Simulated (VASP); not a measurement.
# InSi8C6 (a cell with a defect) in VASP: notebook

Aim: see how the results for InSi8C6 (a cell with a defect) move with the level of theory and the settings. Levels: PBEsol, RPBE. Tasks: single point.

All numbers are computed with VASP 6.6.1; they aren't measurements. Logs are shortened: lines on timing, memory, paths and dates and some standing lists are left out, and cuts for length are marked.

## Step 1: The cell of the first run

The cell holds a defect, 15 atoms: a = 6.162 Å, b = 6.162 Å, c = 6.162 Å, α = 60.00°, β = 60.00°, γ = 60.00°.

## Step 2: Single point, PBEsol, collinear spin

Contents of INCAR:

```
SYSTEM = InSi8C6
ALGO = Normal
EDIFF = 1E-7
ENCUT = 520
GGA = PS
ISIF = 2
ISMEAR = -1
ISPIN = 2
ISYM = 0
LASPH = .True.
LCHARG = .False.
LORBIT = 11
LREAL = Auto
LWAVE = .False.
MAGMOM = 0.143 0.143 0.143 0.143 0 0.143 0 0.143 0 0 0 0 0 0 0.143
NBANDS = 52
NELECT = 67.0
NELM = 150
PREC = Accurate
SIGMA = 0.05
```

Contents of KPOINTS:

```
Automatic mesh
0
Gamma
  1 1 1
  0.25 0.25 0.25
```

Contents of POSCAR:

```
InSi8C6
1.0
    0.0000000000      4.3568530000      4.3568530000
    4.3568530000      0.0000000000      4.3568530000
    4.3568530000      4.3568530000      0.0000000000
Si C In
8 6 1
Direct
    0.0214810000      0.0075770000      0.9872770000
    0.5182200000      0.4878530000      0.4706110000
    0.0334660000      0.9801450000      0.4673890000
    0.4911150000      0.5490740000      0.9632920000
    0.9976400000      0.5150010000      0.9727490000
    0.4647310000      0.9836220000      0.5452960000
    0.5196840000      0.9783200000      0.0112270000
    0.9706420000      0.4905210000      0.4976490000
    0.1341220000      0.1263200000      0.1288590000
    0.6240100000      0.6185770000      0.1437200000
    0.1110980000      0.6734190000      0.0951060000
    0.6560340000      0.1142630000      0.6100890000
    0.6235410000      0.1163840000      0.1237980000
    0.1339440000      0.6525070000      0.6160740000
    0.6446550000      0.6523790000      0.6047110000
```

Potentials or basis: VASP PAW PBE potentials, release 64 (Si, C, In_d).

On the command line:

```bash
> cat potpaw_PBE.64/Si/POTCAR potpaw_PBE.64/C/POTCAR potpaw_PBE.64/In_d/POTCAR > POTCAR
> mpirun -np 1 vasp_std > vasp.out
```

OUTCAR:

```text
SYSTEM = InSi8C6
   EDIFF = 1E-7
   ENCUT = 520
   GGA = PS
   ISIF = 2
   ISMEAR = -1
   ISPIN = 2
   ISYM = 0
   LASPH = .True.
   LORBIT = 11
   LREAL = Auto
   NELECT = 67.0
   NELM = 150
   PREC = Accurate

 ion  position               nearest neighbor table
   1  0.021  0.008  0.987-  11 1.69   9 1.88  13 2.01   6 2.73   4 2.86   3 2.91   5 3.01   8 3.01
                             7 3.06   7 3.11  15 3.55  15 3.58
   2  0.518  0.488  0.471-  10 1.65  12 1.89  14 1.96  15 2.14   8 2.88   7 2.93   3 3.01   5 3.01
                             4 3.04   6 3.07   6 3.15
   3  0.033  0.980  0.467-  14 1.66   9 1.71  12 1.90   7 2.91   1 2.91   6 2.94   5 3.00   2 3.01
                             8 3.06   8 3.13  15 3.41  15 3.58
   4  0.491  0.549  0.963-  15 1.81  11 1.91  10 1.96  13 2.18   6 2.63   1 2.86   7 2.90   8 2.93
                             2 3.04   5 3.05   5 3.12
   5  0.998  0.515  0.973-  14 1.80  10 1.90   9 1.96  11 1.99   7 2.91   3 3.00   1 3.01   2 3.01
                             4 3.05   8 3.08   8 3.09   4 3.12  15 3.43
   6  0.465  0.984  0.545-  15 1.71  12 1.98  13 2.12   4 2.63   1 2.73   3 2.94   7 3.04   2 3.07
                             8 3.09   8 3.09   2 3.15
   7  0.520  0.978  0.011-  13 1.79  10 1.81   9 1.94  12 2.02   4 2.90   5 2.91   3 2.91   2 2.93
                             6 3.04   1 3.06   1 3.11  15 3.45  15 3.53
   8  0.971  0.491  0.498-  15 1.67  11 2.05  14 2.24   2 2.88   4 2.93   1 3.01   3 3.06   5 3.08
                             6 3.09   5 3.09   6 3.09   3 3.13
   9  0.134  0.126  0.129-   3 1.71   1 1.88   7 1.94   5 1.96
  10  0.624  0.619  0.144-   2 1.65   7 1.81   5 1.90   4 1.96  15 3.02
  11  0.111  0.673  0.095-   1 1.69   4 1.91   5 1.99   8 2.05  15 3.01
  12  0.656  0.114  0.610-   2 1.89   3 1.90   6 1.98   7 2.02  15 2.90
  13  0.624  0.116  0.124-   7 1.79   1 2.01   6 2.12   4 2.18  15 2.92
  14  0.134  0.653  0.616-   3 1.66   5 1.80   2 1.96   8 2.24
  15  0.645  0.652  0.605-   8 1.67   6 1.71   4 1.81   2 2.14  12 2.90  13 2.92  11 3.01  10 3.02
                             3 3.41   5 3.43   7 3.45   7 3.53   1 3.55   1 3.58   3 3.58

 -----------------------------------------------------------------------------
|                                                                             |
|           W    W    AA    RRRRR   N    N  II  N    N   GGGG   !!!           |
|           W    W   A  A   R    R  NN   N  II  NN   N  G    G  !!!           |
|           W    W  A    A  R    R  N N  N  II  N N  N  G       !!!           |
|           W WW W  AAAAAA  RRRRR   N  N N  II  N  N N  G  GGG   !            |
|           WW  WW  A    A  R   R   N   NN  II  N   NN  G    G                |
|           W    W  A    A  R    R  N    N  II  N    N   GGGG   !!!           |
|                                                                             |
|     The distance between some ions is very small. Please check the          |
|     nearest-neighbor list in the OUTCAR file.                               |
|     I HOPE YOU KNOW WHAT YOU ARE DOING!                                     |
|                                                                             |
 -----------------------------------------------------------------------------

IMPORTANT INFORMATION: All symmetrisations will be switched off!
NOSYMM: (Re-)initialisation of all symmetry stuff for point group C_1.

----------------------------------------------------------------------------------------

                                     Primitive cell

  volume of cell :     165.4050

  direct lattice vectors                    reciprocal lattice vectors
     0.000000000  4.356853000  4.356853000    -0.114761733  0.114761733  0.114761733
     4.356853000  0.000000000  4.356853000     0.114761733 -0.114761733  0.114761733
     4.356853000  4.356853000  0.000000000     0.114761733  0.114761733 -0.114761733

  length of vectors
     6.161520602  6.161520602  6.161520602     0.198773152  0.198773152  0.198773152

  position of ions in fractional coordinates (direct lattice)
     0.021481000  0.007577000  0.987277000
     0.518220000  0.487853000  0.470611000
     0.033466000  0.980145000  0.467389000
     0.491115000  0.549074000  0.963292000
     0.997640000  0.515001000  0.972749000
     0.464731000  0.983622000  0.545296000
     0.519684000  0.978320000  0.011227000
     0.970642000  0.490521000  0.497649000
     0.134122000  0.126320000  0.128859000
     0.624010000  0.618577000  0.143720000
     0.111098000  0.673419000  0.095106000
     0.656034000  0.114263000  0.610089000
     0.623541000  0.116384000  0.123798000
     0.133944000  0.652507000  0.616074000
     0.644655000  0.652379000  0.604711000

  ion indices of the primitive-cell ions
   primitive index   ion index
                 1           1
                 2           2
                 3           3
                 4           4
                 5           5
                 6           6
[... 82 lines left out ...]
  Fermi-wavevector in a.u.,A,eV,Ry     =   1.211296  2.289017 19.962977  1.467237
  Thomas-Fermi vector in A             =   2.346816
   LORBIT       =     11    0 simple, 1 ext, 2 COOP (PROOUT), +10 PAW based schemes
   GGA     = PS    functional components
   LHFCALC =     F    Hartree Fock is set to
   AEXX    =    0.0000 exact exchange contribution
   IVDW    =     0    specifies the selected vdW correction
   LEPSILON=     F    determine dielectric tensor
   LRPA    =     F    only Hartree local field effects (RPA)
 spin polarized calculation
  energy-cutoff  :      520.00
  volume of cell :      165.41
 maximum number of plane-waves:      4462
 NGX is ok and might be reduce to    48
   NGX = 23   NGY = 23   NGZ = 23

 number of electron      67.0000002 magnetization       0.5993293

 Free energy of the ion-electron system (eV)
  ---------------------------------------------------
  ext. energy  EPLUGINS =         0.00000000
  ---------------------------------------------------
  free energy    TOTEN  =       -89.89541145 eV

  energy without entropy =      -89.84923838  energy(sigma->0) =      -89.87232491

 E-fermi :  10.1186     XC(G=0): -11.4608

 val. band max:       10.0862365216   @ k =   0.2500   0.0000   0.0000
 cond. band min:      10.1370299975   @ k =   0.0000   0.0000  -0.2500
 fundamental gap:      0.0507934760
 Fermi energy:        10.1186252121

 spin component 1

 k-point     1 :       0.2500    0.2500    0.2500
  band No.  band energies     occupation
      1     -11.2176      1.00000
      2     -10.7327      1.00000
      3     -10.0189      1.00000
      4      -9.5598      1.00000
      5      -9.1911      1.00000
      6      -5.9889      1.00000
[... 181 lines left out ...]
     44      14.5692      0.00000
     45      14.8333      0.00000
 Fermi energy:        10.1186252121

 spin component 2

 k-point     1 :       0.2500    0.2500    0.2500
  band No.  band energies     occupation
      1     -11.1866      1.00000
      2     -10.6687      1.00000
      3      -9.9835      1.00000
      4      -9.5137      1.00000
      5      -9.1365      1.00000
      6      -5.9365      1.00000
[... 181 lines left out ...]
     44      14.6141      0.00000
     45      14.8723      0.00000
 [bands above 45 left out]

------------------------ aborting loop because EDIFF is reached ----------------------------------------

  FORCE on cell =-STRESS in cart. coord.  units (eV):
  Direction    XX          YY          ZZ          XY          YZ          ZX
  --------------------------------------------------------------------------------------
  -------------------------------------------------------------------------------------
  Total       63.2292851     38.8534836     22.5518613    -26.6123896    -12.0069515    -12.1127791
  in kB      612.4633941    376.3499207    218.4460807   -257.7779342   -116.3039920   -117.3290796
  external PRESSURE =     402.4197985 kB  Pullay stress =       0.0000000 kB

 VOLUME and BASIS-vectors are now :
 -----------------------------------------------------------------------------
  energy-cutoff  :      520.00
  volume of cell :      165.41
      direct lattice vectors                 reciprocal lattice vectors
     0.000000000  4.356853000  4.356853000    -0.114761733  0.114761733  0.114761733
     4.356853000  0.000000000  4.356853000     0.114761733 -0.114761733  0.114761733
     4.356853000  4.356853000  0.000000000     0.114761733  0.114761733 -0.114761733

 POSITION                                       TOTAL-FORCE (eV/Angst)
 -----------------------------------------------------------------------------------
      4.33443      4.39501      0.12660         4.156584     -1.595123     -0.770979
      4.17589      4.30819      4.38331        -1.977877     -1.228845     -7.829390
      6.30669      2.18215      4.41615         3.362167     -3.219656     -1.052950
      6.58916      6.33664      4.53195        14.543556     13.659916    -16.441156
      6.48191      8.58470      6.59035         1.458333      2.713680     -0.227362
      6.66127      4.40054      6.31026        20.790111    -19.435051     16.484974
      4.31131      2.31310      6.52658         0.322550     -2.672560      1.171827
      4.30531      6.39713      6.36607       -25.239581     20.101329     19.084603
      1.11178      1.14577      1.13471        -1.984455     -2.189656      3.421412
      3.32122      3.34489      5.41377        -4.202721     -3.697693      2.511360
      3.34835      0.89840      3.41803        -3.537191      2.556624     -2.961213
      3.15590      5.51631      3.35607         1.378837      0.372394     -1.345084
      1.04644      3.25605      3.22374         1.485351      0.276229      2.055609
      5.52702      3.26772      3.42645        -4.022288      2.635469     -2.259100
      5.47696      5.44330      5.65099        -6.533374     -8.277059    -11.842550
 -----------------------------------------------------------------------------------
    total drift:                                0.012347     -0.001258      0.002571

  FREE ENERGIE OF THE ION-ELECTRON SYSTEM (eV)
  ---------------------------------------------------
  free  energy   TOTEN  =       -89.8954114515 eV

  energy  without entropy=      -89.8492383751  energy(sigma->0) =      -89.87232491

 total charge

# of ion       s       p       d       tot
------------------------------------------
    1        0.716   0.921   0.000   1.638
    2        0.725   1.057   0.000   1.782
    3        0.727   1.016   0.000   1.744
    4        0.766   1.057   0.000   1.823
    5        0.670   0.919   0.000   1.589
    6        0.831   1.035   0.000   1.866
    7        0.679   0.970   0.000   1.649
    8        0.866   1.015   0.000   1.880
    9        0.810   1.735   0.000   2.545
   10        0.822   1.825   0.000   2.647
   11        0.825   1.688   0.000   2.513
   12        0.807   1.617   0.000   2.424
   13        0.823   1.536   0.000   2.360
   14        0.835   1.718   0.000   2.553
   15        1.317   2.427  10.051  13.795
--------------------------------------------------
tot         12.220  20.538  10.051  42.809

 magnetization (x)

# of ion       s       p       d       tot
------------------------------------------
    1        0.001   0.011   0.000   0.012
    2        0.001   0.015   0.000   0.015
    3        0.000   0.011   0.000   0.011
    4        0.002   0.018   0.000   0.020
    5       -0.001  -0.001   0.000  -0.001
    6        0.001   0.017   0.000   0.018
    7       -0.001  -0.000   0.000  -0.001
    8        0.004   0.039   0.000   0.043
    9        0.000   0.002   0.000   0.002
   10        0.001   0.016   0.000   0.017
   11        0.001   0.017   0.000   0.018
   12        0.002   0.025   0.000   0.028
   13        0.002   0.039   0.000   0.041
   14        0.002   0.033   0.000   0.036
   15        0.010   0.160   0.008   0.178
--------------------------------------------------
tot          0.028   0.401   0.008   0.436
```

Wall time 3.3 min (1 thread of Intel Xeon Platinum 8259CL at 2.50GHz (Skylake/Cascade Lake), shared host); peak memory 0.41 GiB.

What came out:

```yaml
Free_energy: -89.8954 eV
Largest_force: 37.488 eV/Å
Net_moment: 0.60 μB per cell
Site_moments: Si +0.01, +0.02, -0.00, +0.04 (each value once); C +0.00, +0.02, +0.03, +0.04 (each value once); In +0.18 μB
Valence_electrons_inside_the_program's_atomic_spheres: Si 1.64, 1.78, 1.74, 1.82, 1.59, 1.87, 1.65, 1.88; C 2.54, 2.65, 2.51, 2.42, 2.36, 2.55; In 13.79
```

Forces in eV/Å, atoms in the order of the input:
```
Si    4.157  -1.595  -0.771
Si   -1.978  -1.229  -7.829
Si    3.362  -3.220  -1.053
Si   14.544  13.660 -16.441
Si    1.458   2.714  -0.227
Si   20.790 -19.435  16.485
Si    0.323  -2.673   1.172
Si  -25.240  20.101  19.085
C    -1.984  -2.190   3.421
C    -4.203  -3.698   2.511
C    -3.537   2.557  -2.961
C     1.379   0.372  -1.345
C     1.485   0.276   2.056
C    -4.022   2.635  -2.259
In   -6.533  -8.277 -11.843
```

Levels at points of the mesh, in eV from the Fermi level:
Spin up:
```
           k point  band 31  band 32  band 33  band 34  band 35  band 36  band 37  band 38
(0.25, 0.25, 0.25)    -1.62    -1.40    -1.23    -0.06     0.32     0.67     1.41     2.13
```
Spin down:
```tsv
k point	band 31	band 32	band 33	band 34	band 35	band 36
(0.25, 0.25, 0.25)	-1.56	-1.34	-1.15	0.11	0.36	0.72
```

Caveat: the k points lie up to 0.62 Å⁻¹ apart; the cell carries a net charge on a neutralising background, which shifts energy and pressure; the cell is charged against a uniform background, so pressure and absolute levels hang on convention; atoms lie so close that the PAW spheres overlap strongly, which falsifies energies and pressures; the PAW data sets were made with another functional, which shifts forces and pressure a little; spin-orbit coupling is left out, which moves the levels of the heavy elements.

## Step 3: Single point, PBEsol, collinear spin

Contents of INCAR:

```
SYSTEM = InSi8C6
  PREC = Accurate
  ENCUT = 520
  EDIFF = 1E-6
  ISMEAR = -1
  SIGMA = 0.05
  LREAL = Auto
  LASPH = .TRUE.
  NELM = 150
  ALGO = Normal
  ISIF = 2
  LWAVE = .FALSE.
  LCHARG = .FALSE.
  ISPIN = 2
  MAGMOM = 0.143 0.143 0.143 0.143 0 0.143 0 0.143 0 0 0 0 0 0 0.143
  LORBIT = 11
  GGA = PS
  ISYM = 0
  NBANDS = 52
```

KPOINTS is that of step 2.

POSCAR is that of step 2.

Potentials or basis: VASP PAW PBE potentials, release 64 (Si, C, In_d).

On the command line:

```bash
> cat potpaw_PBE.64/Si/POTCAR potpaw_PBE.64/C/POTCAR potpaw_PBE.64/In_d/POTCAR > POTCAR
> mpirun -np 1 vasp_std > vasp.out
```

Wall time 2.6 min (1 thread of Intel Xeon Platinum 8259CL at 2.50GHz (Skylake/Cascade Lake), shared host); peak memory 0.41 GiB.

It converged, with:

```
Free energy                                           : -69.1391 eV
Pressure                                              : 67.1 GPa
Largest force                                         : 36.630 eV/Å
Net moment                                            : 0.00 μB per cell
Valence electrons inside the program's atomic spheres : Si 1.69, 1.82, 1.80, 1.87, 1.63, 1.90, 1.96 (each value once); C 2.58, 2.68, 2.55, 2.47, 2.41, 2.60; In 14.00
```

Forces in eV/Å, atoms in the order of the input:
```
Si    3.296  -1.630  -0.220
Si   -1.154  -0.350  -7.242
Si    3.441  -2.368  -0.604
Si   14.246  12.691 -15.921
Si    1.277   2.581  -0.516
Si   20.739 -18.767  15.487
Si    0.364  -2.551   0.771
Si  -24.730  19.518  18.688
C    -1.549  -2.292   3.283
C    -4.170  -3.841   2.340
C    -3.555   2.603  -2.895
C     1.271   0.000  -0.942
C     1.501   0.086   2.313
C    -4.079   2.485  -2.220
In   -6.897  -8.162 -12.322
```

Stress tensor (GPa, compression positive):
```
 84.39 -22.38 -11.43
-22.38  62.05 -13.05
-11.43 -13.05  54.93
```

Levels at points of the mesh, in eV from the Fermi level:
Spin up:
| k point | band 32 | band 33 | band 34 | band 35 | band 36 | band 37 |
| --- | --- | --- | --- | --- | --- | --- |
| (0.25, 0.25, 0.25) | -1.95 | -1.68 | -0.34 | -0.15 | 0.16 | 0.75 |
Spin down:
| k point | band 32 | band 33 | band 34 | band 35 | band 36 | band 37 |
| --- | --- | --- | --- | --- | --- | --- |
| (0.25, 0.25, 0.25) | -1.95 | -1.68 | -0.34 | -0.15 | 0.16 | 0.75 |

Caveat: the k points lie up to 0.62 Å⁻¹ apart; atoms lie so close that the PAW spheres overlap strongly, which falsifies energies and pressures; the PAW data sets were made with another functional, which shifts forces and pressure a little; spin-orbit coupling is left out, which moves the levels of the heavy elements.

[end of part 1 of 2]
